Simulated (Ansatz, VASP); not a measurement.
**Two plane-wave programs on TaN**

The input POSCAR:

```
TaN
1.0
    2.1982663152      2.1982663152      0.0000000000
   -2.1982663152      2.1982663152      0.0000000000
    0.0000000000      0.0000000000      4.1986886621
Ta N
2 2
Direct
    0.5000000000      0.5000000000      0.0000000000
    0.0000000000      0.0000000000      0.5000000000
    0.0000000000      0.0000000000      0.0000000000
    0.5000000000      0.5000000000      0.5000000000
```

INCAR.step1

```
  ALGO = Normal
  EDIFF = 1E-4
  ENCUT = 520
  GGA = PE
  ISMEAR = 0
  LASPH = T
  LCHARG = F
  LREAL = F
  LWAVE = T
  NBANDS = 24
  NELM = 100
  PREC = Accurate
  SIGMA = 0.1
```

File INCAR.step2:

```
  ALGO = Normal
  EDIFF = 1E-7
  ENCUT = 520
  ISIF = 2
  ISMEAR = 0
  ISTART = 1
  LASPH = T
  LCHARG = T
  LELF = T
  LMIXTAU = T
  LREAL = F
  LVHAR = T
  LWAVE = F
  METAGGA = R2SCAN
  NBANDS = 24
  NELM = 100
  PREC = Accurate
  SIGMA = 0.1
```

Contents of KPOINTS:

```
k-points
0
Gamma
  16 16 12
```

Input for Ansatz:

```yaml
crystal:
  lattice:
    - [2.1982663152, 2.1982663152, 0.0]
    - [-2.1982663152, 2.1982663152, 0.0]
    - [0.0, 0.0, 4.1986886621]
  atoms:
    - { symbol: Ta, position: [0.5, 0.5, 0.0] }
    - { symbol: Ta, position: [0.0, 0.0, 0.5] }
    - { symbol: "N", position: [0.0, 0.0, 0.0] }
    - { symbol: "N", position: [0.5, 0.5, 0.5] }
basis:
  ecutwfc: 500
kpoints:
  mp_grid: { grid: [16, 16, 12] }
hamiltonian:
  xc: r2scan
scf:
  occupations: { method: gaussian, width: 0.1 }
output:
  forces: true
  stress: true
  eigenvalues: true
```

Change from the starting cell: strain along c alone, the other axes held, atoms relaxed: -4.5 %.

Alike in both runs: task single point; functional r2SCAN; k mesh 16 × 16 × 12; occupations gaussian, width 0.1 eV; no spin polarisation.

```csv
,VASP,Ansatz
version,VASP 6.6.1,Ansatz 0.2.0
potentials or method,"VASP PAW PBE potentials, release 64 (Ta_pv, N), cutoff 520 eV","scalar-relativistic, plane waves, PAW"
valence electrons in the cell,32,36
```

```tsv
	VASP	Ansatz	Ansatz less VASP
gap on the k mesh at the Fermi level (eV)	none	none	-
pressure (GPa)	22.2	19.8	-2.33
traceless stress, the component that is largest in VASP (GPa)	25.03	24.87	-0.162
```

VASP's potentials were made for PBE, not for r2SCAN. A gap of «none» marks a metal or a gap that the smearing closes. The functional is the same, so the differences come from potentials, cutoffs and numerics. VASP's potentials hold 32 valence electrons a cell and Ansatz's 36, so a difference there can come from the potentials and not from the codes.

Neither program's run includes spin-orbit coupling.
